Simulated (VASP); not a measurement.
C:

```
C
1.0
     0.00000    1.78012    1.78012
     1.78012    0.00000    1.78012
     1.78012    1.78012    0.00000
C
2
Cartesian
  0.0000 0.0000 0.0000
  0.8901 0.8901 0.8901
```

Program: VASP 6.6.1. Alike in all runs: task single point; potentials or basis VASP PAW PBE potentials, release 64 (C); no spin polarisation; cell as given; cutoff (eV) 520; smearing gaussian 0.01 eV. Hardware: 1 thread of Intel Xeon 8259CL (shared host).

**Question.** Order these runs on this cell by their wall time, lowest first.
A. level PBE; k mesh 2 × 2 × 2
B. level PBE; k mesh 8 × 8 × 8
C. level PBE-based screened hybrid; k mesh 6 × 6 × 6; grid for exact exchange (PRECFOCK) Normal; share of exact exchange 0.05; screening parameter 0.3 1/Å

**Answer.** A (3.1 s), B (39 s), C (150 s).

Caveats: some runs use coarse meshes.
